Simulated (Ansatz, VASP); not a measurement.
**TaAl3N4: VASP beside Ansatz**

INCAR

```
PREC     = Accurate       # precision mode
ENCUT    = 520            # plane-wave cutoff, eV
EDIFF    = 1E-7           # SCF threshold, eV
ISMEAR   = 0              # smearing method
SIGMA    = 0.2            # smearing width, eV
LREAL    = F              # projectors in reciprocal space
LASPH    = T              # aspherical terms in the spheres
NELM     = 100            # most SCF steps
ALGO     = Normal         # electronic algorithm
ISIF     = 2              # what is computed and relaxed
LWAVE    = F              # write WAVECAR
LCHARG   = F              # write CHGCAR
GGA      = PE             # functional
NBANDS   = 30             # bands
```

The input KPOINTS:

```
regular mesh
0
Gamma
  6 6 6
```

The input POSCAR:

```
TaAl3N4
1.0
    4.2181691450      0.0000000000      0.0000000000
    0.0000000000      4.2181691450      0.0000000000
    0.0000000000      0.0000000000      4.2181691450
Ta Al N
1 3 4
Direct
    0.5000000000      0.5000000000      0.5000000000
    0.0000000000      0.5000000000      0.0000000000
    0.0000000000      0.0000000000      0.5000000000
    0.5000000000      0.0000000000      0.0000000000
    0.5000000000      0.0000000000      0.5000000000
    0.0000000000      0.0000000000      0.0000000000
    0.5000000000      0.5000000000      0.0000000000
    0.0000000000      0.5000000000      0.5000000000
```

Input for Ansatz:

```yaml
crystal:
  lattice:
    - [4.218169145, 0.0, 0.0]
    - [0.0, 4.218169145, 0.0]
    - [0.0, 0.0, 4.218169145]
  atoms:
    - { symbol: Ta, position: [0.5, 0.5, 0.5] }
    - { symbol: Al, position: [0.0, 0.5, 0.0] }
    - { symbol: Al, position: [0.0, 0.0, 0.5] }
    - { symbol: Al, position: [0.5, 0.0, 0.0] }
    - { symbol: "N", position: [0.5, 0.0, 0.5] }
    - { symbol: "N", position: [0.0, 0.0, 0.0] }
    - { symbol: "N", position: [0.5, 0.5, 0.0] }
    - { symbol: "N", position: [0.0, 0.5, 0.5] }
basis:
  ecutwfc: 420
kpoints:
  mp_grid: { grid: [6, 6, 6] }
hamiltonian:
  xc: pbe
scf:
  occupations: { method: gaussian, width: 0.2 }
  lower_state_search: "off"
output:
  forces: true
  stress: true
  eigenvalues: true
```

Alike in both runs: task single point; functional PBE; k mesh 6 × 6 × 6; occupations gaussian, width 0.2 eV; no spin polarisation.

```csv
,VASP,Ansatz
version,VASP 6.6.1,Ansatz 0.2.0
potentials or method,"VASP PAW PBE potentials, release 64 (Ta_pv, Al, N), cutoff 520 eV","scalar-relativistic, plane waves, PAW"
valence electrons in the cell,40,42
```

Ansatz gave:

```
gap on the k mesh at the Fermi level (eV) : none
pressure (GPa)                            : 0.6
```

**Question.** What did VASP give for the same quantities?

**Answer.** gap on the k mesh at the Fermi level (eV): none; pressure (GPa): 0.7.

A gap of «none» marks a metal or a gap that the smearing closes. The functional is the same, so the differences come from potentials, cutoffs and numerics. VASP's potentials hold 40 valence electrons a cell and Ansatz's 42, so a difference there can come from the potentials and not from the codes.

Spin-orbit coupling is off throughout.
